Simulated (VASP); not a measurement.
A run of VASP 6.6.1:

INCAR

```
SYSTEM = Sb
  PREC = Accurate
  ENCUT = 500
  EDIFF = 1E-7
  ISMEAR = -1
  SIGMA = 0.02
  LREAL = .False.
  LASPH = .True.
  NELM = 120
  ALGO = Normal
  ISIF = 3
  LWAVE = .False.
  LCHARG = .False.
  LDIPOL = .True.
  IDIPOL = 3
  DIPOL = 0.5 0.5 0.545
  GGA = PE
  IBRION = 2
  NSW = 80
  EDIFFG = -0.005
  GGA_COMPAT = .False.
  NELMIN = 4
  NELMDL = -8
  LATTICE_CONSTRAINTS = .TRUE. .TRUE. .FALSE.
```

Contents of KPOINTS:

```
Automatic mesh
0
Gamma
  6 6 1
  0 0 0
```

The input POSCAR:

```
Sb
1.0
    4.0273721000      0.0000000000      0.0000000000
   -2.0136860500      3.4878065491      0.0000000000
    0.0000000000      0.0000000000     17.0000000000
Sb
2
Direct
    0.3333333333      0.6666666667      0.5000000000
    0.6666666667      0.3333333333      0.5898602294
```

Potentials or basis: VASP PAW PBE potentials, release 64 (Sb).

Command:

```console
$ cat potpaw_PBE.64/Sb/POTCAR > POTCAR
$ mpirun -np 1 vasp_std > vasp.out
```

Hardware: 1 thread of Intel(R) Xeon(R) Platinum 8488C (Sapphire Rapids), on a shared host.

Q: How long does it take, and how much memory?

A: It took 110 s on 1 thread of Intel(R) Xeon(R) Platinum 8488C (Sapphire Rapids), with other jobs on the host, peak memory 0.32 GiB. Counts: scf iterations 78, k points 7, ion steps 5.
